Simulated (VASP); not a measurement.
The system is La.

```
La
1.0
     3.28110    0.00000    0.00000
     0.00000    3.28110    0.00000
     0.00000    0.00000    3.40132
La
1
Direct
  0.50000 0.50000 0.00000
```

The cell was built from a structure type or drawn by symmetry, and may not be a known phase.

| Quantity | Value |
| --- | --- |
| Program | VASP 6.6.1 |
| Task | relaxation of cell and atoms |
| Functional | PBE |
| Potentials or basis | VASP PAW PBE potentials, release 64 (La) |
| Cutoff | 600 eV |
| k mesh | 16 × 16 × 16 |
| Occupations | gaussian, width 0.1 eV |
| Spin | no spin polarisation |

At the start: pressure 0.1 GPa; volume 36.62 Å³/atom.

Question: How do energy, volume and symmetry change on relaxing?

Answer: Over 6 steps the energy falls by 2.9 meV/atom and the volume is 36.68 Å³/atom (+0.2 %); space group P4/mmm (No. 123, to 0.1 Å) before, Pm-3m (No. 221, to 0.1 Å).

The path:
```tsv
step	energy change (eV)	largest force (eV/Å)	pressure (GPa)	volume (Å³)
1	0.0000	0.0000	0.09	36.62
2	-0.0017	0.0000	-0.02	36.73
3	-0.0028	0.0000	-0.13	36.88
4	-0.0028	0.0000	-0.15	36.91
5	-0.0028	0.0000	-0.14	36.91
6	-0.0029	0.0000	0.00	36.68
```

Final structure:
```
La
1.0
     3.32200    0.00000    0.00000
     0.00000    3.32200    0.00000
     0.00000    0.00000    3.32417
La
1
Direct
  0.50000 0.50000 0.00000
```
